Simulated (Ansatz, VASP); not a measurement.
**Two plane-wave programs on HfO2**

```xyz
12
Lattice="5.1855 0.0000 0.0000 0.0000 4.9656 0.0000 0.0000 0.0000 4.9969" Properties=species:S:1:pos:R:3 pbc="T T T"
Hf    0.1690    1.3223    1.1993
Hf    2.4238    1.3223    3.6978
Hf    2.7618    3.6433    1.1993
Hf    5.0165    3.6433    3.6978
O     1.8949    0.3358    1.9146
O     0.6979    0.3358    4.4131
O     3.7814    2.2980    2.4477
O     3.9969    2.2980    4.9462
O     1.4041    2.6676    4.9462
O     1.1887    2.6676    2.4477
O     4.4877    4.6298    1.9146
O     3.2907    4.6298    4.4131
```

Alike in both runs: task single point; functional PBE; k mesh 4 × 4 × 4; no spin polarisation.

```csv
,VASP,Ansatz
version,VASP 6.6.1,Ansatz 0.2.0
potentials or method,"VASP PAW PBE potentials, release 64 (Hf_pv, O)","plane waves, PAW"
plane-wave cutoff (eV),520,420
occupations,"gaussian, width 0.01 eV",fixed
valence electrons in the cell,88,152
```

|  | VASP | Ansatz | Ansatz less VASP |
| --- | --- | --- | --- |
| gap on the k mesh at the Fermi level (eV) | 4.59 | 4.63 | +0.043 |
| pressure (GPa) | 13.4 | 16.9 | +3.55 |
| traceless stress, the component that is largest in VASP (GPa) | 0.82 | 0.80 | -0.019 |
| rms of the force components (eV/Å) | 0.111 | 0.130 | +0.0193 |

Atom by atom the forces differ by 0.031 eV/Å (rms over components). VASP's potentials hold 88 valence electrons a cell and Ansatz's 152, so a difference there can come from the potentials and not from the codes.

Spin-orbit coupling is off throughout.
